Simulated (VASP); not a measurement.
# NbAs (I4_1md) in VASP: a series of runs

The runs below take NbAs through single point, with PBEsol, LDA, PBE.

Program: VASP 6.6.1. These are calculated values, not measurements. Logs are shortened: lines on timing, memory, paths and dates and some standing lists are left out, and cuts for length are marked.

### Step 1. The cell of the first run

The structure is tetragonal, space group I4_1md (No. 109). Conventional cell: a = 3.429 Å, b = 3.429 Å, c = 11.534 Å, α = 90.00°, β = 90.00°, γ = 90.00°. Nb (site symmetry 2mm) has 6 As at 2.59 to 2.60 Å and 4 Nb at 3.35 Å within 3.4 Å. Within 3.4 Å of As (site symmetry 2mm) lie 6 Nb at 2.59 to 2.60 Å and 4 As at 3.35 Å.

### Step 2. Single point, PBEsol

INCAR reads:

```
SYSTEM = NbAs
ALGO     = Normal         ! electronic algorithm
EDIFF    = 1E-6           ! SCF threshold, eV
ENCUT    = 520            ! plane-wave cutoff, eV
GGA      = PS             ! functional
ISIF     = 2              ! what is computed and relaxed
ISMEAR   = -1             ! smearing method
LASPH    = .TRUE.         ! aspherical terms in the spheres
LCHARG   = .FALSE.        ! write CHGCAR
LREAL    = .FALSE.        ! projectors in reciprocal space
LWAVE    = .FALSE.        ! write WAVECAR
NBANDS   = 26             ! bands
NELM     = 80             ! most SCF steps
PREC     = Accurate       ! precision mode
SIGMA    = 0.05           ! smearing width, eV
```

KPOINTS reads:

```
k-points
0
G
  11 11 11
  0 0 0
```

POSCAR reads:

```
NbAs
1.0
   -1.7146647454      1.7146647454      5.7669511677
    1.7146647454     -1.7146647454      5.7669511677
    1.7146647454      1.7146647454     -5.7669511677
Nb As
2 2
Direct
    0.4986468708     -0.0013531292      0.5000000000
    0.7486468708      0.7486468708      0.0000000000
    0.9173531292      0.4173531292      0.5000000000
    0.1673531292      0.1673531292      0.0000000000
```

Potentials or basis: VASP PAW PBE potentials, release 64 (Nb_sv, As).

Run with:

```console
> cat potpaw_PBE.64/Nb_sv/POTCAR potpaw_PBE.64/As/POTCAR > POTCAR
> mpirun -np 1 vasp_std > vasp.out
```

OUTCAR:

```text
SYSTEM = NbAs
   EDIFF = 1E-6
   ENCUT = 520
   GGA = PS
   ISIF = 2
   ISMEAR = -1
   LASPH = .TRUE.
   LREAL = .FALSE.
   NELM = 80
   PREC = Accurate

 ion  position               nearest neighbor table
   1  0.499  0.999  0.500-   4 2.59   4 2.59   3 2.60   3 2.60   3 2.60   3 2.60
   2  0.749  0.749  0.000-   3 2.59   3 2.59   4 2.60   4 2.60   4 2.60   4 2.60
   3  0.917  0.417  0.500-   2 2.59   2 2.59   1 2.60   1 2.60   1 2.60   1 2.60
   4  0.167  0.167  0.000-   1 2.59   1 2.59   2 2.60   2 2.60   2 2.60   2 2.60

  LATTYP: Found a body centered tetragonal cell.
 ALAT       =     3.4293294908
 C/A-ratio  =     3.3633112147

  Lattice vectors:

 A1 = (  -1.7146647454,   1.7146647454,   5.7669511677)
 A2 = (   1.7146647454,  -1.7146647454,   5.7669511677)
 A3 = (   1.7146647454,   1.7146647454,  -5.7669511677)

Analysis of symmetry for initial positions (statically):
=====================================================================
 Subroutine PRICEL returns:
 Original cell was already a primitive cell.

 Routine SETGRP: Setting up the symmetry group for a
 body centered tetragonal supercell.

 Subroutine GETGRP returns: Found  8 space group operations
 (whereof  4 operations were pure point group operations)
 out of a pool of 16 trial point group operations.

The static configuration has the point symmetry C_2v.
 The point group associated with its full space group is C_4v.

Analysis of symmetry for dynamics (positions and initial velocities):
=====================================================================
 Subroutine PRICEL returns:
 Original cell was already a primitive cell.

 Routine SETGRP: Setting up the symmetry group for a
 body centered tetragonal supercell.

 Subroutine GETGRP returns: Found  8 space group operations
 (whereof  4 operations were pure point group operations)
 out of a pool of 16 trial point group operations.

The dynamic configuration has the point symmetry C_2v.
 The point group associated with its full space group is C_4v.

 Subroutine INISYM returns: Found  8 space group operations
 (whereof  4 operations are pure point group operations),
 and found     1 'primitive' translations

----------------------------------------------------------------------------------------

                                     Primitive cell

  volume of cell :      67.8211

  direct lattice vectors                    reciprocal lattice vectors
    -1.714664745  1.714664745  5.766951168     0.000000000  0.291602193  0.086700925
     1.714664745 -1.714664745  5.766951168     0.291602193  0.000000000  0.086700925
     1.714664745  1.714664745 -5.766951168     0.291602193  0.291602193  0.000000000

  length of vectors
     6.256027186  6.256027186  6.256027186     0.304218489  0.304218489  0.412387776

  position of ions in fractional coordinates (direct lattice)
     0.498646871  0.998646871  0.500000000
     0.748646871  0.748646871  0.000000000
     0.917353129  0.417353129  0.500000000
     0.167353129  0.167353129  0.000000000

  ion indices of the primitive-cell ions
   primitive index   ion index
                 1           1
                 2           2
                 3           3
                 4           4

----------------------------------------------------------------------------------------

 KPOINTS: k-points

Automatic generation of k-mesh.
 Grid dimensions read from file:
 generate k-points for:   11   11   11

 Generating k-lattice:

  Cartesian coordinates                     Fractional coordinates (reciprocal lattice)
     0.000000000  0.026509290  0.007881902     0.090909091  0.000000000 -0.000000000
     0.026509290  0.000000000  0.007881902     0.000000000  0.090909091 -0.000000000
     0.026509290  0.026509290  0.000000000     0.000000000  0.000000000  0.090909091

  Length of vectors
     0.027656226  0.027656226  0.037489798

  Shift w.r.t. Gamma in fractional coordinates (k-lattice)
     0.000000000  0.000000000  0.000000000

 Subroutine IBZKPT returns following result:
 ===========================================

 Found    126 irreducible k-points:

 Following reciprocal coordinates:
            Coordinates               Weight
  0.000000  0.000000  0.000000      1.000000
  0.090909  0.000000 -0.000000      8.000000
  0.181818  0.000000 -0.000000      8.000000
  0.272727  0.000000 -0.000000      8.000000
  0.363636  0.000000 -0.000000      8.000000
  0.454545  0.000000 -0.000000      8.000000
[... 16 lines left out ...]
 -0.272727  0.181818  0.000000     16.000000
 -0.181818  0.181818  0.000000      4.000000
 [... further k-points ...]
   k-points           NKPTS =    126   k-points in BZ     NKDIM =    126   number of bands    NBANDS=     26
   number of dos      NEDOS =    301   number of ions     NIONS =      4
   total plane-waves  NPLWV = 110592
   dimension x,y,z NGX =    48 NGY =   48 NGZ =   48
   dimension x,y,z NGXF=    96 NGYF=   96 NGZF=   96
   ions per type =               2   2
   NGX,Y,Z   is equivalent  to a cutoff of  12.76, 12.76, 12.76 a.u.
   NGXF,Y,Z  is equivalent  to a cutoff of  25.51, 25.51, 25.51 a.u.
 SYSTEM =  NbAs
   PREC   = accura    normal or accurate (medium, high low for compatibility)
   ISTART =      0    job   : 0-new  1-cont  2-samecut
   ICHARG =      2    charge: 1-file 2-atom 10-const
   ISPIN  =      1    spin polarized calculation?
   LNONCOLLINEAR =      F non collinear calculations
   LSORBIT =      F    spin-orbit coupling
   LASPH  =      T    aspherical Exc in radial PAW
   ENCUT  =  520.0 eV  38.22 Ry    6.18 a.u.  11.63 11.63 11.63*2*pi/ulx,y,z
   NELM   =     80;   NELMIN=  2; NELMDL= -5     # of ELM steps
   EDIFF  = 0.1E-05   stopping-criterion for ELM
   LREAL  =      F    real-space projection
   EDIFFG = 0.1E-04   stopping-criterion for IOM
   NSW    =      0    number of steps for IOM
   IBRION =     -1    ionic relax: 0-MD 1-quasi-New 2-CG
   NFREE  =      0    steps in history (QN), initial steepest desc. (CG)
   ISIF   =      2    stress and relaxation
   ISYM   =      2    0-nonsym 1-usesym 2-fastsym
   POTIM  = 0.5000    time-step for ionic-motion
   TEBEG  =    0.0;   TEEND  =   0.0 temperature during run
   PSTRESS=    0.0 pullay stress
   NELECT =      36.0000    total number of electrons
   NUPDOWN=      -1.0000    fix difference up-down
   EMIN   =  10.00;   EMAX   =-10.00  energy-range for DOS
   EFERMI =   0.00;   METHOD = LEGACY
   ISMEAR =    -1;   SIGMA  =   0.05  broadening in eV -4-tet -1-fermi 0-gaus
   EFERMI_NEDOS =   21; number of points for ismear=-14 and -15
   IALGO  =     38    algorithm
   IMIX   =      4    mixing-type and parameters
     AMIX     =   0.40;   BMIX     =  1.00
     AMIX_MAG =   1.60;   BMIX_MAG =  1.00
  volume/ion in A,a.u.               =      16.96       114.42
  Fermi-wavevector in a.u.,A,eV,Ry     =   1.325523  2.504876 23.905607  1.757013
  Thomas-Fermi vector in A             =   2.454978
   LORBIT       =      0    0 simple, 1 ext, 2 COOP (PROOUT), +10 PAW based schemes
   GGA     = PS    functional components
   LHFCALC =     F    Hartree Fock is set to
   AEXX    =    0.0000 exact exchange contribution
   IVDW    =     0    specifies the selected vdW correction
   LEPSILON=     F    determine dielectric tensor
   LRPA    =     F    only Hartree local field effects (RPA)
 non-spin polarized calculation
  energy-cutoff  :      520.00
  volume of cell :       67.82
 maximum number of plane-waves:      1844
   NGX = 23   NGY = 23   NGZ = 23

 number of electron      36.0000001 magnetization

 Free energy of the ion-electron system (eV)
  ---------------------------------------------------
  ext. energy  EPLUGINS =         0.00000000
  ---------------------------------------------------
  free energy    TOTEN  =       -35.11803947 eV

  energy without entropy =      -35.11222935  energy(sigma->0) =      -35.11513441

 E-fermi :   9.8318     XC(G=0): -12.0892

 val. band max:        9.8022028696   @ k =  -0.0909   0.4545   0.0909
 cond. band min:       9.8669379121   @ k =  -0.1818   0.2727   0.1818
 fundamental gap:      0.0647350424
 Fermi energy:         9.8317594452

 k-point     1 :       0.0000    0.0000    0.0000
  band No.  band energies     occupation
      1     -45.1244      2.00000
      2     -45.0908      2.00000
      3     -21.3994      2.00000
      4     -21.2731      2.00000
      5     -21.2731      2.00000
      6     -21.1125      2.00000
[... 18 lines left out ...]
     25      13.8504      0.00000
     26      13.8505      0.00000

 k-point     2 :       0.0909    0.0000   -0.0000
  band No.  band energies     occupation
      1     -45.1228      2.00000
      2     -45.0902      2.00000
      3     -21.3931      2.00000
      4     -21.2910      2.00000
      5     -21.2714      2.00000
      6     -21.1303      2.00000
[... 18 lines left out ...]
     25      14.0510      0.00000
     26      14.2085      0.00000

 k-point     3 :       0.1818    0.0000   -0.0000
  band No.  band energies     occupation
      1     -45.1185      2.00000
      2     -45.0889      2.00000
      3     -21.3843      2.00000
      4     -21.3302      2.00000
      5     -21.2668      2.00000
      6     -21.1752      2.00000
[... 18 lines left out ...]
     25      14.3474      0.00000
     26      15.0167      0.00000

 k-point     4 :       0.2727    0.0000   -0.0000
  band No.  band energies     occupation
      1     -45.1126      2.00000
      2     -45.0873      2.00000
      3     -21.4238      2.00000
      4     -21.3306      2.00000
      5     -21.2608      2.00000
      6     -21.2281      2.00000
[... 18 lines left out ...]
     25      14.4255      0.00000
     26      15.8360      0.00000
[... 496 lines left out ...]
      1     -45.1027      2.00000
      2     -45.0826      2.00000
      3     -21.4682      2.00000
      4     -21.3364      2.00000
      5     -21.2963      2.00000
      6     -21.2525      2.00000
[... 18 lines left out ...]
     25      14.2615      0.00000
     26      16.0039      0.00000

 k-point    23 :      -0.2727    0.1818    0.0000
  band No.  band energies     occupation
      1     -45.1084      2.00000
      2     -45.0837      2.00000
      3     -21.4126      2.00000
      4     -21.3463      2.00000
      5     -21.2996      2.00000
      6     -21.2228      2.00000
[... 18 lines left out ...]
     25      14.2252      0.00000
     26      15.5866      0.00000

 k-point    24 :      -0.1818    0.1818    0.0000
  band No.  band energies     occupation
      1     -45.1139      2.00000
      2     -45.0857      2.00000
      3     -21.3772      2.00000
      4     -21.3399      2.00000
      5     -21.3074      2.00000
      6     -21.1747      2.00000
[... 18 lines left out ...]
     25      13.7521      0.00000
     26      15.2252      0.00000

 [... further k-points ...]
[... 5 lines left out ...]
  --------------------------------------------------------------------------------------
  -------------------------------------------------------------------------------------
  Total        0.9265561      0.9265561      0.8941937      0.0000000      0.0000000      0.0000000
  in kB       21.8885803     21.8885803     21.1240641      0.0000000      0.0000000      0.0000000
  external PRESSURE =      21.6337416 kB  Pullay stress =       0.0000000 kB

 VOLUME and BASIS-vectors are now :
 -----------------------------------------------------------------------------
  energy-cutoff  :      520.00
  volume of cell :       67.82
      direct lattice vectors                 reciprocal lattice vectors
    -1.714664745  1.714664745  5.766951168     0.000000000  0.291602193  0.086700925
     1.714664745 -1.714664745  5.766951168     0.291602193  0.000000000  0.086700925
     1.714664745  1.714664745 -5.766951168     0.291602193  0.291602193  0.000000000

 POSITION                                       TOTAL-FORCE (eV/Angst)
 -----------------------------------------------------------------------------------
      1.71466      0.00000      5.75134        -0.000000     -0.000000     -0.001098
      0.00000      0.00000      8.63482        -0.000000     -0.000000     -0.001098
      0.00000      1.71466      4.81371        -0.000000     -0.000000      0.001098
      0.00000      0.00000      1.93023         0.000000      0.000000      0.001098
 -----------------------------------------------------------------------------------
    total drift:                                0.000000      0.000000     -0.000246

  FREE ENERGIE OF THE ION-ELECTRON SYSTEM (eV)
  ---------------------------------------------------
  free  energy   TOTEN  =       -35.1180394700 eV

  energy  without entropy=      -35.1122293510  energy(sigma->0) =      -35.11513441
```

Wall time 3.1 min (1 thread of Intel Xeon 6975P-C (Granite Rapids), shared host); peak memory 0.45 GiB.

Results:

| Quantity | Value |
| --- | --- |
| Free energy | -35.1180 eV |
| Pressure | 2.2 GPa |
| Band gap on the k mesh | 0.06 eV, indirect (least direct gap 0.10 eV) |

Levels at points of the mesh, in eV from the valence-band top:
```tsv
k point	band 16	band 17	band 18	band 19	band 20	band 21
(0.00, 0.00, 0.00)	-1.70	-1.36	-1.36	0.73	1.34	2.59
```

Caveat: the PAW data sets were made with another functional, which shifts forces and pressure a little. A k mesh can miss the band edges.

### Step 3. Single point, LDA (volume scaled by 0.96)

Changes to INCAR since step 2:

```diff
@@ -4,3 +4,2 @@
 ENCUT    = 520            ! plane-wave cutoff, eV
-GGA      = PS             ! functional
 ISIF     = 2              ! what is computed and relaxed
```

KPOINTS is that of step 2.

POSCAR reads:

```
NbAs
1.0
   -1.7025248434      1.7025248434      5.7610714056
    1.7025248434     -1.7025248434      5.7610714056
    1.7025248434      1.7025248434     -5.7610714056
Nb As
2 2
Direct
    0.5000000000      0.0000000000      0.5000000000
    0.7500000000      0.7500000000      0.0000000000
    0.9160000000      0.4160000000      0.5000000000
    0.1660000000      0.1660000000      0.0000000000
```

Potentials or basis: VASP PAW LDA potentials, release 64 (Nb_sv, As).

Run with:

```console
> cat potpaw_LDA.64/Nb_sv/POTCAR potpaw_LDA.64/As/POTCAR > POTCAR
> mpirun -np 1 vasp_std > vasp.out
```

Run time: 5.8 min. Hardware: 1 thread of Intel Xeon Platinum 8559C (Emerald Rapids), shared host; peak memory 0.38 GiB.

The run converged. Its results:

* Free energy: -36.3645 eV
* Pressure: 2.1 GPa
* Largest force: 0.332 eV/Å

Forces in eV/Å, atoms in the order of the input:
```
Nb   0.000  0.000 -0.332
Nb   0.000  0.000 -0.332
As   0.000  0.000  0.332
As   0.000  0.000  0.332
```

Stress tensor (GPa, compression positive):
```
1.91 0.00 0.00
0.00 1.91 0.00
0.00 0.00 2.54
```

Levels at points of the mesh, in eV from the Fermi level:
```
           k point  band 14  band 15  band 16  band 17  band 18  band 19  band 20  band 21  band 22  band 23
(0.00, 0.00, 0.00)    -2.31    -2.14    -1.78    -1.41    -1.41     0.77     1.38     2.54     3.19     3.19
```

### Step 4. Single point, PBE (volume scaled by 0.98)

INCAR reads:

```
ALGO = Normal
EDIFF = 1E-7
ENCUT = 520
GGA = PE
ISIF = 2
ISMEAR = -1
LASPH = True
LCHARG = False
LREAL = False
LWAVE = False
NBANDS = 26
NELM = 80
PREC = Accurate
SIGMA = 0.05
```

KPOINTS reads:

```
k-points
0
Gamma
  11 11 11
```

POSCAR reads:

```
NbAs
1.0
   -1.7142667651      1.7142667651      5.8008041881
    1.7142667651     -1.7142667651      5.8008041881
    1.7142667651      1.7142667651     -5.8008041881
Nb As
2 2
Direct
    0.5000000000      0.0000000000      0.5000000000
    0.7500000000      0.7500000000      0.0000000000
    0.9160000000      0.4160000000      0.5000000000
    0.1660000000      0.1660000000      0.0000000000
```

Potentials or basis: VASP PAW PBE potentials, release 64 (Nb_sv, As).

Run with:

```console
> cat potpaw_PBE.64/Nb_sv/POTCAR potpaw_PBE.64/As/POTCAR > POTCAR
> mpirun -np 1 vasp_std > vasp.out
```

It took 8.2 min on 1 thread of Intel Xeon Platinum 8559C (Emerald Rapids), shared host; peak memory 0.45 GiB.

It converged, with:

```
Free energy   : -32.4649 eV
Pressure      : 7.1 GPa
Largest force : 0.325 eV/Å
```

Forces in eV/Å, atoms in the order of the input:
```
Nb   0.000  0.000 -0.325
Nb   0.000  0.000 -0.325
As   0.000  0.000  0.325
As   0.000  0.000  0.325
```

Stress tensor (GPa, compression positive):
```
7.00 0.00 0.00
0.00 7.00 0.00
0.00 0.00 7.24
```

Levels at points of the mesh, in eV from the Fermi level:
| k point | band 15 | band 16 | band 17 | band 18 | band 19 | band 20 | band 21 | band 22 |
| --- | --- | --- | --- | --- | --- | --- | --- | --- |
| (0.00, 0.00, 0.00) | -2.09 | -1.72 | -1.40 | -1.40 | 0.74 | 1.34 | 2.48 | 3.10 |

### Step 5. Single point, LDA (volume scaled by 0.98)

INCAR reads:

```
SYSTEM = NbAs
ALGO = Normal ; EDIFF = 1E-7
ENCUT = 520 ; ISIF = 2
ISMEAR = -1 ; LASPH = .TRUE.
LCHARG = .TRUE. ; LELF = .TRUE.
LREAL = .FALSE. ; LVHAR = .TRUE.
LWAVE = .FALSE. ; NBANDS = 26
NELM = 100 ; PREC = Accurate
SIGMA = 0.05
```

KPOINTS reads:

```
k-points
0
G
  11 11 11
  0 0 0
```

POSCAR is that of step 4.

Potentials or basis: VASP PAW LDA potentials, release 64 (Nb_sv, As).

Run with:

```console
> cat potpaw_LDA.64/Nb_sv/POTCAR potpaw_LDA.64/As/POTCAR > POTCAR
> mpirun -np 1 vasp_std > vasp.out
```

It took 6.8 min on 1 thread of Intel Xeon Platinum 8559C (Emerald Rapids), shared host; peak memory 0.38 GiB.

The run converged. Its results:

| Quantity | Value |
| --- | --- |
| Free energy | -36.3665 eV |
| Pressure | -1.8 GPa |
| Largest force | 0.305 eV/Å |

Forces on the atoms (eV/Å):
```
Nb   0.000  0.000 -0.305
Nb   0.000  0.000 -0.305
As   0.000  0.000  0.305
As   0.000  0.000  0.305
```

Stress tensor (GPa, compression positive):
```
-2.11  0.00  0.00
 0.00 -2.11  0.00
 0.00  0.00 -1.04
```

Levels at points of the mesh, in eV from the Fermi level:
| k point | band 15 | band 16 | band 17 | band 18 | band 19 | band 20 | band 21 | band 22 |
| --- | --- | --- | --- | --- | --- | --- | --- | --- |
| (0.00, 0.00, 0.00) | -2.08 | -1.72 | -1.39 | -1.39 | 0.74 | 1.33 | 2.47 | 3.10 |

### Step 6. Overview

| level | potentials or basis | cell | pressure (GPa) | largest force (eV/Å) |
| --- | --- | --- | --- | --- |
| PBEsol | VASP PAW PBE potentials, release 64 (Nb_sv, As) | a = 6.256 Å, angles 148.2, 148.2, 45.6°, 4 atoms | 2.2 | - |
| LDA | VASP PAW LDA potentials, release 64 (Nb_sv, As) | a = 6.244 Å, angles 148.4, 148.4, 45.4°, 4 atoms | 2.1 | 0.33 |
| PBE | VASP PAW PBE potentials, release 64 (Nb_sv, As) | a = 6.287 Å, angles 148.4, 148.4, 45.4°, 4 atoms | 7.1 | 0.33 |
| LDA | VASP PAW LDA potentials, release 64 (Nb_sv, As) | a = 6.287 Å, angles 148.4, 148.4, 45.4°, 4 atoms | -1.8 | 0.30 |

Alike in all rows: task single point; no spin polarisation; k mesh 11 × 11 × 11; cutoff (eV) 520; smearing fermi-dirac 0.05 eV.

Caveats: the PAW data sets were made with another functional, which shifts forces and pressure a little (some runs).

Absolute energies hang on the potentials; compare differences alone.
